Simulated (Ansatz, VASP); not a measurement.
This is a calculation of AlO2 for VASP 6.6.1.

INCAR

```
  PREC = Accurate
  ENCUT = 520
  EDIFF = 1E-6
  ISMEAR = -1
  SIGMA = 0.05
  LREAL = F
  LASPH = T
  NELM = 60
  ALGO = Normal
  ISIF = 2
  LWAVE = F
  LCHARG = F
  GGA = PE
  NBANDS = 24
```

File KPOINTS:

```
regular mesh
0
Gamma
  9 9 7
```

File POSCAR:

```
AlO2
1.0
    1.4881620000     -5.4028330000      0.0000000000
    1.4881620000      5.4028330000      0.0000000000
    0.0000000000      0.0000000000      3.6466120000
Al O
2 4
Direct
    0.6681330000      0.3318670000      0.7500000000
    0.3318670000      0.6681330000      0.2500000000
    0.0610720000      0.9389280000      0.7500000000
    0.9389280000      0.0610720000      0.2500000000
    0.2941840000      0.7058160000      0.7500000000
    0.7058160000      0.2941840000      0.2500000000
```

Potentials or basis: VASP PAW PBE potentials, release 64 (Al, O).

Launch:

```console
$ cat potpaw_PBE.64/Al/POTCAR potpaw_PBE.64/O/POTCAR > POTCAR
$ mpirun -np 1 vasp_std > vasp.out
```

Q: Set up the same calculation for Ansatz 0.2.0. Potentials there: Ansatz PAW.

A: As run (the cutoff follows the program's own potentials):

File input.yaml:

```yaml
crystal:
  lattice:
    - [1.488162, -5.402833, 0.0]
    - [1.488162, 5.402833, 0.0]
    - [0.0, 0.0, 3.646612]
  atoms:
    - { symbol: Al, position: [0.668133, 0.331867, 0.75] }
    - { symbol: Al, position: [0.331867, 0.668133, 0.25] }
    - { symbol: O, position: [0.061072, 0.938928, 0.75] }
    - { symbol: O, position: [0.938928, 0.061072, 0.25] }
    - { symbol: O, position: [0.294184, 0.705816, 0.75] }
    - { symbol: O, position: [0.705816, 0.294184, 0.25] }
hamiltonian:
  xc: pbe
  pseudopotentials: { kind: paw }
kpoints:
  mp_grid: { grid: [9, 9, 7] }
scf:
  occupations: { method: fermi_dirac, width: 0.05 }
output:
  forces: true
  stress: true
  eigenvalues: true
```

Potentials or basis: Ansatz PAW.

The run is started by

```bash
$ ansatz run input.yaml --threads 2 --pin off --max-ram 5120MiB --backend cpu --events-out ev --progress --plain --runs-dir out
```

Both were run:

|  | VASP | Ansatz | Ansatz less VASP |
| --- | --- | --- | --- |
| gap on the k mesh at the Fermi level (eV) | none | none | - |
| pressure (GPa) | -1.3 | -1.2 | +0.14 |
| traceless stress, the component that is largest in VASP (GPa) | 1.28 | 1.39 | +0.110 |
| rms of the force components (eV/Å) | 0.245 | 0.243 | -0.0013 |

Atom by atom the forces differ by 0.004 eV/Å (rms over components). A gap of «none» marks a metal or a gap that the smearing closes.
